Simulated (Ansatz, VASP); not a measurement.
Two plane-wave programs on SiNi3

INCAR

```
  PREC = Accurate
  ENCUT = 520
  EDIFF = 1E-7
  ISMEAR = 0
  SIGMA = 0.15
  LREAL = F
  LASPH = T
  NELM = 80
  ALGO = Fast
  ISIF = 2
  LWAVE = F
  LCHARG = T
  GGA = PE
  LELF = T
  LVHAR = T
  NBANDS = 25
```

Contents of KPOINTS:

```
regular mesh
0
Gamma
  14 14 14
```

File POSCAR:

```
SiNi3
1.0
    3.5062596291      0.0000000000      0.0000000000
    0.0000000000      3.5062596291      0.0000000000
    0.0000000000      0.0000000000      3.5062596291
Si Ni
1 3
Direct
    0.0000000000      0.0000000000      0.0000000000
    0.0000000000      0.6247768409      0.5000000000
    0.5000000000      0.1247768409      0.5000000000
    0.5000000000      0.6247768409      0.0000000000
```

Input for Ansatz:

```yaml
crystal:
  lattice:
    - [3.5062596291, 0.0, 0.0]
    - [0.0, 3.5062596291, 0.0]
    - [0.0, 0.0, 3.5062596291]
  atoms:
    - { symbol: Si, position: [0.0, 0.0, 0.0] }
    - { symbol: Ni, position: [0.0, 0.6247768409, 0.5] }
    - { symbol: Ni, position: [0.5, 0.1247768409, 0.5] }
    - { symbol: Ni, position: [0.5, 0.6247768409, 0.0] }
basis:
  ecutwfc: 420
kpoints:
  mp_grid: { grid: [14, 14, 14] }
hamiltonian:
  xc: pbe
scf:
  occupations: { method: gaussian, width: 0.15 }
output:
  forces: true
  stress: true
  eigenvalues: true
```

Change from the starting cell: all Ni atoms moved +0.438 Å, as atom 2 along Cartesian [0 1 0].

Alike in both runs: task single point; functional PBE; k mesh 14 × 14 × 14; occupations gaussian, width 0.15 eV; no spin polarisation.

|  | VASP | Ansatz |
| --- | --- | --- |
| version | VASP 6.6.1 | Ansatz 0.2.0 |
| potentials or method | VASP PAW PBE potentials, release 64 (Si, Ni), cutoff 520 eV | scalar-relativistic, plane waves, PAW |
| valence electrons in the cell | 34 | 58 |

```tsv
	VASP	Ansatz	Ansatz less VASP
gap on the k mesh at the Fermi level (eV)	none	none	-
pressure (GPa)	10.0	9.9	-0.06
traceless stress, the component that is largest in VASP (GPa)	0.81	0.89	+0.081
rms of the force components (eV/Å)	1.112	1.102	-0.0104
```

Atom by atom the forces differ by 0.011 eV/Å (rms over components). A gap of «none» marks a metal or a gap that the smearing closes. With one functional, cell and mesh, what is left measures potentials, basis and numerics. VASP's potentials hold 34 valence electrons a cell and Ansatz's 58, so a difference there can come from the potentials and not from the codes.
